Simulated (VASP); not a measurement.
# AlN (P6_3/mmc) in VASP: further runs

AlN is run at these levels: PBEsol; tasks: single point.

Everything below comes from runs of VASP 6.6.1. Logs are shortened: lines on timing, memory, paths and dates and some standing lists are left out, and cuts for length are marked.

## (1) The cell of the first run

Symmetry: P6_3/mmc, No. 194, hexagonal system. Conventional cell: a = 3.262 Å, b = 3.262 Å, c = 4.348 Å, α = 90.00°, β = 90.00°, γ = 120.00°. Al (site symmetry -6m2) has 5 N at 1.88 to 2.17 Å within 2.5 Å. Within 2.5 Å of N (site symmetry -6m2) lie 5 Al at 1.88 to 2.17 Å.

## (2) Single point, PBEsol

File INCAR:

```
  PREC = Accurate
  ENCUT = 520
  EDIFF = 1E-7
  ISMEAR = 0
  SIGMA = 0.05
  LREAL = F
  LASPH = T
  NELM = 100
  ALGO = Normal
  ISIF = 2
  LWAVE = F
  LCHARG = F
  GGA = PS
  NBANDS = 16
```

File KPOINTS:

```
regular mesh
0
Gamma
  9 9 6
```

File POSCAR:

```
AlN
1.0
    3.2620000000      0.0000000000      0.0000000000
   -1.6310000000      2.8249748671      0.0000000000
    0.0000000000      0.0000000000      4.3483000000
Al N
2 2
Direct
    0.3333333333      0.6666666667      0.7500000000
    0.6666666667      0.3333333333      0.2500000000
    0.3333333333      0.6666666667      0.2500000000
    0.6666666667      0.3333333333      0.7500000000
```

Potentials or basis: VASP PAW PBE potentials, release 64 (Al, N).

Command:

```console
cat potpaw_PBE.64/Al/POTCAR potpaw_PBE.64/N/POTCAR > POTCAR
mpirun -np 1 vasp_std > vasp.out
```

OUTCAR:

```text
PREC = Accurate
   ENCUT = 520
   EDIFF = 1E-7
   ISMEAR = 0
   LREAL = F
   LASPH = T
   NELM = 100
   ISIF = 2
   GGA = PS

 ion  position               nearest neighbor table
   1  0.333  0.667  0.750-   4 1.88   4 1.88   4 1.88   3 2.17   3 2.17   2 2.88   2 2.88   2 2.88
                             2 2.88   2 2.88   2 2.88
   2  0.667  0.333  0.250-   3 1.88   3 1.88   3 1.88   4 2.17   4 2.17   1 2.88   1 2.88   1 2.88
                             1 2.88   1 2.88   1 2.88
   3  0.333  0.667  0.250-   2 1.88   2 1.88   2 1.88   1 2.17   1 2.17
   4  0.667  0.333  0.750-   1 1.88   1 1.88   1 1.88   2 2.17   2 2.17

  LATTYP: Found a hexagonal cell.
 ALAT       =     3.2620000000
 C/A-ratio  =     1.3330165543

  Lattice vectors:

 A1 = (   3.2620000000,   0.0000000000,   0.0000000000)
 A2 = (  -1.6310000000,   2.8249748671,   0.0000000000)
 A3 = (   0.0000000000,   0.0000000000,   4.3483000000)

Analysis of symmetry for initial positions (statically):
=====================================================================
 Subroutine PRICEL returns:
 Original cell was already a primitive cell.

 Routine SETGRP: Setting up the symmetry group for a
 hexagonal supercell.

 Subroutine GETGRP returns: Found 24 space group operations
 (whereof 12 operations were pure point group operations)
 out of a pool of 24 trial point group operations.

The static configuration has the point symmetry D_3d.
 The point group associated with its full space group is D_6h.

Analysis of symmetry for dynamics (positions and initial velocities):
=====================================================================
 Subroutine PRICEL returns:
 Original cell was already a primitive cell.

 Routine SETGRP: Setting up the symmetry group for a
 hexagonal supercell.

 Subroutine GETGRP returns: Found 24 space group operations
 (whereof 12 operations were pure point group operations)
 out of a pool of 24 trial point group operations.

The dynamic configuration has the point symmetry D_3d.
 The point group associated with its full space group is D_6h.

 Subroutine INISYM returns: Found 24 space group operations
 (whereof 12 operations are pure point group operations),
 and found     1 'primitive' translations

----------------------------------------------------------------------------------------

                                     Primitive cell

  volume of cell :      40.0699

  direct lattice vectors                    reciprocal lattice vectors
     3.262000000  0.000000000  0.000000000     0.306560392  0.176992725  0.000000000
    -1.631000000  2.824974867  0.000000000     0.000000000  0.353985450  0.000000000
     0.000000000  0.000000000  4.348300000     0.000000000  0.000000000  0.229974933

  length of vectors
     3.262000000  3.262000000  4.348300000     0.353985450  0.353985450  0.229974933

  position of ions in fractional coordinates (direct lattice)
     0.333333333  0.666666667  0.750000000
     0.666666667  0.333333333  0.250000000
     0.333333333  0.666666667  0.250000000
     0.666666667  0.333333333  0.750000000

  ion indices of the primitive-cell ions
   primitive index   ion index
                 1           1
                 2           2
                 3           3
                 4           4

----------------------------------------------------------------------------------------

 KPOINTS: regular mesh

Automatic generation of k-mesh.
 Grid dimensions read from file:
 generate k-points for:    9    9    6

 Generating k-lattice:

  Cartesian coordinates                     Fractional coordinates (reciprocal lattice)
     0.034062266  0.019665858  0.000000000     0.111111111  0.000000000  0.000000000
     0.000000000  0.039331717  0.000000000     0.000000000  0.111111111  0.000000000
     0.000000000  0.000000000  0.038329155     0.000000000  0.000000000  0.166666667

  Length of vectors
     0.039331717  0.039331717  0.038329155

  Shift w.r.t. Gamma in fractional coordinates (k-lattice)
     0.000000000  0.000000000  0.000000000

 Subroutine IBZKPT returns following result:
 ===========================================

 Found     48 irreducible k-points:

 Following reciprocal coordinates:
            Coordinates               Weight
  0.000000  0.000000  0.000000      1.000000
  0.111111  0.000000  0.000000      6.000000
  0.222222  0.000000  0.000000      6.000000
  0.333333  0.000000  0.000000      6.000000
  0.444444  0.000000  0.000000      6.000000
  0.111111  0.111111  0.000000      6.000000
[... 16 lines left out ...]
  0.333333  0.222222  0.166667     24.000000
  0.333333  0.333333  0.166667      4.000000
 [... further k-points ...]
   k-points           NKPTS =     48   k-points in BZ     NKDIM =     48   number of bands    NBANDS=     16
   number of dos      NEDOS =    301   number of ions     NIONS =      4
   total plane-waves  NPLWV =  18432
   dimension x,y,z NGX =    24 NGY =   24 NGZ =   32
   dimension x,y,z NGXF=    48 NGYF=   48 NGZF=   64
   ions per type =               2   2
   NGX,Y,Z   is equivalent  to a cutoff of  12.23, 12.23, 12.23 a.u.
   NGXF,Y,Z  is equivalent  to a cutoff of  24.46, 24.46, 24.47 a.u.
 SYSTEM =  unknown system
   PREC   = accura    normal or accurate (medium, high low for compatibility)
   ISTART =      0    job   : 0-new  1-cont  2-samecut
   ICHARG =      2    charge: 1-file 2-atom 10-const
   ISPIN  =      1    spin polarized calculation?
   LNONCOLLINEAR =      F non collinear calculations
   LSORBIT =      F    spin-orbit coupling
   LASPH  =      T    aspherical Exc in radial PAW
   ENCUT  =  520.0 eV  38.22 Ry    6.18 a.u.   6.07  6.07  8.08*2*pi/ulx,y,z
   NELM   =    100;   NELMIN=  2; NELMDL= -5     # of ELM steps
   EDIFF  = 0.1E-06   stopping-criterion for ELM
   LREAL  =      F    real-space projection
   EDIFFG = 0.1E-05   stopping-criterion for IOM
   NSW    =      0    number of steps for IOM
   IBRION =     -1    ionic relax: 0-MD 1-quasi-New 2-CG
   NFREE  =      0    steps in history (QN), initial steepest desc. (CG)
   ISIF   =      2    stress and relaxation
   ISYM   =      2    0-nonsym 1-usesym 2-fastsym
   POTIM  = 0.5000    time-step for ionic-motion
   TEBEG  =    0.0;   TEEND  =   0.0 temperature during run
   PSTRESS=    0.0 pullay stress
   NELECT =      16.0000    total number of electrons
   NUPDOWN=      -1.0000    fix difference up-down
   EMIN   =  10.00;   EMAX   =-10.00  energy-range for DOS
   EFERMI =   0.00;   METHOD = LEGACY
   ISMEAR =     0;   SIGMA  =   0.05  broadening in eV -4-tet -1-fermi 0-gaus
   EFERMI_NEDOS =   21; number of points for ismear=-14 and -15
   IALGO  =     38    algorithm
   IMIX   =      4    mixing-type and parameters
     AMIX     =   0.40;   BMIX     =  1.00
     AMIX_MAG =   1.60;   BMIX_MAG =  1.00
  volume/ion in A,a.u.               =      10.02        67.60
  Fermi-wavevector in a.u.,A,eV,Ry     =   1.205523  2.278108 19.773150  1.453286
  Thomas-Fermi vector in A             =   2.341217
   LORBIT       =      0    0 simple, 1 ext, 2 COOP (PROOUT), +10 PAW based schemes
   GGA     = PS    functional components
   LHFCALC =     F    Hartree Fock is set to
   AEXX    =    0.0000 exact exchange contribution
   IVDW    =     0    specifies the selected vdW correction
   LEPSILON=     F    determine dielectric tensor
   LRPA    =     F    only Hartree local field effects (RPA)
 non-spin polarized calculation
 Gauss-broadening in eV      SIGMA  =   0.05
  energy-cutoff  :      520.00
  volume of cell :       40.07
 maximum number of plane-waves:      1098
   NGX = 13   NGY = 13   NGZ = 17

 number of electron      16.0000002 magnetization

 Free energy of the ion-electron system (eV)
  ---------------------------------------------------
  ext. energy  EPLUGINS =         0.00000000
  ---------------------------------------------------
  free energy    TOTEN  =       -30.88595444 eV

  energy without entropy =      -30.88595444  energy(sigma->0) =      -30.88595444

 E-fermi :   8.2252     XC(G=0): -11.3244

 val. band max:        7.9554199266   @ k =   0.0000   0.0000   0.0000
 cond. band min:      10.9620012679   @ k =   0.0000   0.0000   0.0000
 fundamental gap:      3.0065813413
 Fermi energy:         8.2251693025

 k-point     1 :       0.0000    0.0000    0.0000
  band No.  band energies     occupation
      1      -8.9064      2.00000
      2      -5.5638      2.00000
      3       0.8204      2.00000
      4       4.6791      2.00000
      5       4.6791      2.00000
      6       6.0784      2.00000
[... 8 lines left out ...]
     15      19.0339      0.00000
     16      19.8936      0.00000

 k-point     2 :       0.1111    0.0000    0.0000
  band No.  band energies     occupation
      1      -8.7605      2.00000
      2      -5.5351      2.00000
      3       0.9817      2.00000
      4       4.1262      2.00000
      5       4.4818      2.00000
      6       5.5530      2.00000
[... 8 lines left out ...]
     15      19.2531      0.00000
     16      19.2657      0.00000

 k-point     3 :       0.2222    0.0000    0.0000
  band No.  band energies     occupation
      1      -8.3422      2.00000
      2      -5.4968      2.00000
      3       1.4526      2.00000
      4       2.9364      2.00000
      5       4.0785      2.00000
      6       4.5745      2.00000
[... 8 lines left out ...]
     15      18.2228      0.00000
     16      19.6413      0.00000

 k-point     4 :       0.3333    0.0000    0.0000
  band No.  band energies     occupation
      1      -7.7246      2.00000
      2      -5.5766      2.00000
      3       1.8336      2.00000
      4       2.1797      2.00000
      5       3.6939      2.00000
      6       3.7109      2.00000
[... 8 lines left out ...]
     15      19.4334      0.00000
     16      19.8788      0.00000
[... 324 lines left out ...]
 k-point    22 :       0.2222    0.2222    0.1667
  band No.  band energies     occupation
      1      -7.2732      2.00000
      2      -5.7632      2.00000
      3       1.5810      2.00000
      4       1.8926      2.00000
      5       3.5434      2.00000
      6       3.8945      2.00000
[... 8 lines left out ...]
     15      19.2729      0.00000
     16      20.7821      0.00000

 k-point    23 :       0.3333    0.2222    0.1667
  band No.  band energies     occupation
      1      -6.7195      2.00000
      2      -5.9731      2.00000
      3       1.2289      2.00000
      4       2.0311      2.00000
      5       2.7358      2.00000
      6       4.4563      2.00000
[... 8 lines left out ...]
     15      19.0848      0.00000
     16      20.8494      0.00000

 k-point    24 :       0.3333    0.3333    0.1667
  band No.  band energies     occupation
      1      -6.2828      2.00000
      2      -6.2828      2.00000
      3       1.2808      2.00000
      4       2.2116      2.00000
      5       2.2116      2.00000
      6       4.4140      2.00000
[... 8 lines left out ...]
     15      18.7380      0.00000
     16      20.6161      0.00000

 [... further k-points ...]

------------------------ aborting loop because EDIFF is reached ----------------------------------------

  FORCE on cell =-STRESS in cart. coord.  units (eV):
  Direction    XX          YY          ZZ          XY          YZ          ZX
  --------------------------------------------------------------------------------------
  -------------------------------------------------------------------------------------
  Total        0.1478657      0.1478657     -2.2043602      0.0000000      0.0000000      0.0000000
  in kB        5.9123497      5.9123497    -88.1404184      0.0000000      0.0000000      0.0000000
  external PRESSURE =     -25.4385730 kB  Pullay stress =       0.0000000 kB

 VOLUME and BASIS-vectors are now :
 -----------------------------------------------------------------------------
  energy-cutoff  :      520.00
  volume of cell :       40.07
      direct lattice vectors                 reciprocal lattice vectors
     3.262000000  0.000000000  0.000000000     0.306560392  0.176992725  0.000000000
    -1.631000000  2.824974867  0.000000000     0.000000000  0.353985450  0.000000000
     0.000000000  0.000000000  4.348300000     0.000000000  0.000000000  0.229974933

 POSITION                                       TOTAL-FORCE (eV/Angst)
 -----------------------------------------------------------------------------------
     -0.00000      1.88332      3.26123         0.000000      0.000000      0.000000
      1.63100      0.94166      1.08708        -0.000000      0.000000      0.000000
     -0.00000      1.88332      1.08708        -0.000000     -0.000000      0.000000
      1.63100      0.94166      3.26123        -0.000000     -0.000000      0.000000
 -----------------------------------------------------------------------------------
    total drift:                                0.000000     -0.000000      0.000000

  FREE ENERGIE OF THE ION-ELECTRON SYSTEM (eV)
  ---------------------------------------------------
  free  energy   TOTEN  =       -30.8859544375 eV

  energy  without entropy=      -30.8859544375  energy(sigma->0) =      -30.88595444
```

Run time: 33 s. Hardware: 1 thread of Intel Xeon 8259CL, shared host; peak memory 0.16 GiB.

What came out:

```
Free energy            : -30.8860 eV
Pressure               : -2.5 GPa
Band gap on the k mesh : 3.01 eV, direct
```

Stress tensor (GPa, compression positive):
```
 0.59  0.00  0.00
 0.00  0.59  0.00
 0.00  0.00 -8.81
```

Levels at points of the mesh, in eV from the valence-band top:
```tsv
k point	band 5	band 6	band 7	band 8	band 9	band 10	band 11	band 12
(0.00, 0.00, 0.00)	-3.28	-1.88	-1.88	0.00	3.01	4.39	8.26	8.26
(0.00, 0.00, 0.50)	-2.61	-2.61	-2.61	-2.61	5.42	5.42	8.51	8.51
```

Caveat: the PAW data sets were made with another functional, which shifts forces and pressure a little.

(Continued in part 2 of 2.)
